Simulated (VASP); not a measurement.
# MgS (F-43m) in VASP: single point with LDA

Aim: the single point of MgS with LDA.

Program: VASP 6.6.1. These are calculated values, not measurements. Logs are shortened: lines on timing, memory, paths and dates and some standing lists are left out, and cuts for length are marked.

### 1 The cell of the first run

Symmetry: F-43m, No. 216, cubic system. The conventional cell has a = 5.592 Å, b = 5.592 Å, c = 5.592 Å, α = 90.00°, β = 90.00°, γ = 90.00°. Within 3.2 Å of Mg (site symmetry -43m) lie 4 S at 2.42 Å. S (site symmetry -43m) has 4 Mg at 2.42 Å within 3.2 Å.

### 2 Single point, LDA

INCAR reads:

```
ALGO     = Normal         # electronic algorithm
EDIFF    = 1E-6           # SCF threshold, eV
ENCUT    = 840            # plane-wave cutoff, eV
GGA_COMPAT= F            
ISIF     = 2              # what is computed and relaxed
ISMEAR   = 0              # smearing method
LASPH    = T              # aspherical terms in the spheres
LCHARG   = F              # write CHGCAR
LREAL    = F              # projectors in reciprocal space
LWAVE    = F              # write WAVECAR
NBANDS   = 15             # bands
NELM     = 120            # most SCF steps
PREC     = Accurate       # precision mode
SIGMA    = 0.01           # smearing width, eV
```

KPOINTS reads:

```
k-points
0
Gamma
  7 7 7
```

POSCAR reads:

```
MgS
1.0
    0.0000000000      2.7962159698      2.7962159698
    2.7962159698      0.0000000000      2.7962159698
    2.7962159698      2.7962159698      0.0000000000
Mg S
1 1
Direct
    0.0000000000      0.0000000000      0.0000000000
    0.7500000000      0.7500000000      0.7500000000
```

Potentials or basis: VASP PAW LDA potentials, release 64 (Mg_sv, S).

On the command line:

```
cat potpaw_LDA.64/Mg_sv/POTCAR potpaw_LDA.64/S/POTCAR > POTCAR
mpirun -np 1 vasp_std > vasp.out
```

OUTCAR:

```text
EDIFF = 1E-6
   ENCUT = 840
   ISIF = 2
   ISMEAR = 0
   LASPH = T
   LREAL = F
   NELM = 120
   PREC = Accurate

 ion  position               nearest neighbor table
   1  0.000  0.000  0.000-   2 2.42   2 2.42   2 2.42   2 2.42
   2  0.750  0.750  0.750-   1 2.42   1 2.42   1 2.42   1 2.42

  LATTYP: Found a face centered cubic cell.
 ALAT       =     5.5924319396

  Lattice vectors:

 A1 = (   0.0000000000,   2.7962159698,   2.7962159698)
 A2 = (   2.7962159698,   0.0000000000,   2.7962159698)
 A3 = (   2.7962159698,   2.7962159698,   0.0000000000)

Analysis of symmetry for initial positions (statically):
=====================================================================
 Subroutine PRICEL returns:
 Original cell was already a primitive cell.

 Routine SETGRP: Setting up the symmetry group for a
 face centered cubic supercell.

 Subroutine GETGRP returns: Found 24 space group operations
 (whereof 24 operations were pure point group operations)
 out of a pool of 48 trial point group operations.

The static configuration has the point symmetry T_d .

Analysis of symmetry for dynamics (positions and initial velocities):
=====================================================================
 Subroutine PRICEL returns:
 Original cell was already a primitive cell.

 Routine SETGRP: Setting up the symmetry group for a
 face centered cubic supercell.

 Subroutine GETGRP returns: Found 24 space group operations
 (whereof 24 operations were pure point group operations)
 out of a pool of 48 trial point group operations.

The dynamic configuration has the point symmetry T_d .

 Subroutine INISYM returns: Found 24 space group operations
 (whereof 24 operations are pure point group operations),
 and found     1 'primitive' translations

----------------------------------------------------------------------------------------

                                     Primitive cell

  volume of cell :      43.7262

  direct lattice vectors                    reciprocal lattice vectors
     0.000000000  2.796215970  2.796215970    -0.178813084  0.178813084  0.178813084
     2.796215970  0.000000000  2.796215970     0.178813084 -0.178813084  0.178813084
     2.796215970  2.796215970  0.000000000     0.178813084  0.178813084 -0.178813084

  length of vectors
     3.954446548  3.954446548  3.954446548     0.309713346  0.309713346  0.309713346

[... 84 lines left out ...]
   TEBEG  =    0.0;   TEEND  =   0.0 temperature during run
   PSTRESS=    0.0 pullay stress
   NELECT =      16.0000    total number of electrons
   NUPDOWN=      -1.0000    fix difference up-down
   EMIN   =  10.00;   EMAX   =-10.00  energy-range for DOS
   EFERMI =   0.00;   METHOD = LEGACY
   ISMEAR =     0;   SIGMA  =   0.01  broadening in eV -4-tet -1-fermi 0-gaus
   EFERMI_NEDOS =   21; number of points for ismear=-14 and -15
   IALGO  =     38    algorithm
   IMIX   =      4    mixing-type and parameters
     AMIX     =   0.40;   BMIX     =  1.00
     AMIX_MAG =   1.60;   BMIX_MAG =  1.00
  volume/ion in A,a.u.               =      21.86       147.54
  Fermi-wavevector in a.u.,A,eV,Ry     =   1.170939  2.212753 18.654909  1.371097
  Thomas-Fermi vector in A             =   2.307390
   LORBIT       =      0    0 simple, 1 ext, 2 COOP (PROOUT), +10 PAW based schemes
   GGA     = CA    functional components
   LHFCALC =     F    Hartree Fock is set to
   AEXX    =    0.0000 exact exchange contribution
   IVDW    =     0    specifies the selected vdW correction
   LEPSILON=     F    determine dielectric tensor
   LRPA    =     F    only Hartree local field effects (RPA)
 non-spin polarized calculation
 Gauss-broadening in eV      SIGMA  =   0.01
  energy-cutoff  :      840.00
  volume of cell :       43.73
 maximum number of plane-waves:      2442
 NGX is ok and might be reduce to    40
   NGX = 19   NGY = 19   NGZ = 19

 number of electron      16.0000001 magnetization

 Free energy of the ion-electron system (eV)
  ---------------------------------------------------
  ext. energy  EPLUGINS =         0.00000000
  ---------------------------------------------------
  free energy    TOTEN  =        -9.31286426 eV

  energy without entropy =       -9.31286426  energy(sigma->0) =       -9.31286426

 E-fermi :   1.1489     XC(G=0):  -9.0476

 val. band max:        1.0057827390   @ k =   0.0000   0.0000   0.0000
 cond. band min:       4.3899157145   @ k =   0.0000   0.0000   0.0000
 fundamental gap:      3.3841329755
 Fermi energy:         1.1489288812

 k-point     1 :       0.0000    0.0000    0.0000
  band No.  band energies     occupation
      1     -71.8222      2.00000
      2     -39.3134      2.00000
      3     -39.3134      2.00000
      4     -39.3134      2.00000
      5     -10.3550      2.00000
      6       1.0058      2.00000
      7       1.0058      2.00000
      8       1.0058      2.00000
      9       4.3899      0.00000
     10       8.8706      0.00000
     11       8.8706      0.00000
     12       8.8706      0.00000
     13      11.8230      0.00000
     14      11.8230      0.00000
[... 329 lines left out ...]
      2     -39.3160      2.00000
      3     -39.3153      2.00000
      4     -39.3145      2.00000
      5      -9.3562      2.00000
      6      -1.4807      2.00000
      7      -1.0573      2.00000
      8      -0.1316      2.00000
      9       6.2606      0.00000
     10       8.3667      0.00000
     11       9.6171      0.00000
     12       9.9928      0.00000
     13      12.9507      0.00000
     14      13.6634      0.00000
     15      16.0778      0.00000

------------------------ aborting loop because EDIFF is reached ----------------------------------------

  FORCE on cell =-STRESS in cart. coord.  units (eV):
  Direction    XX          YY          ZZ          XY          YZ          ZX
  --------------------------------------------------------------------------------------
  -------------------------------------------------------------------------------------
  Total        0.0130095      0.0130095      0.0130095      0.0000000      0.0000000      0.0000000
  in kB        0.4766813      0.4766813      0.4766813      0.0000000      0.0000000      0.0000000
  external PRESSURE =       0.4766813 kB  Pullay stress =       0.0000000 kB

 VOLUME and BASIS-vectors are now :
 -----------------------------------------------------------------------------
  energy-cutoff  :      840.00
  volume of cell :       43.73
      direct lattice vectors                 reciprocal lattice vectors
     0.000000000  2.796215970  2.796215970    -0.178813084  0.178813084  0.178813084
     2.796215970  0.000000000  2.796215970     0.178813084 -0.178813084  0.178813084
     2.796215970  2.796215970  0.000000000     0.178813084  0.178813084 -0.178813084

 POSITION                                       TOTAL-FORCE (eV/Angst)
 -----------------------------------------------------------------------------------
      0.00000      0.00000      0.00000        -0.000000     -0.000000     -0.000000
      4.19432      4.19432      4.19432         0.000000      0.000000      0.000000
 -----------------------------------------------------------------------------------
    total drift:                               -0.000000     -0.000000      0.000000

  FREE ENERGIE OF THE ION-ELECTRON SYSTEM (eV)
  ---------------------------------------------------
  free  energy   TOTEN  =        -9.3128642569 eV

  energy  without entropy=       -9.3128642569  energy(sigma->0) =       -9.31286426
```

Run time: 13 s. Hardware: 1 thread of Intel Xeon 6975P-C (Granite Rapids), shared host; peak memory 0.19 GiB.

Results:

- Free energy: -9.3129 eV
- Pressure: 0.0 GPa
- Band gap on the k mesh: 3.38 eV

Caveat: an odd mesh through Γ misses points on the zone boundary, where band edges can lie.
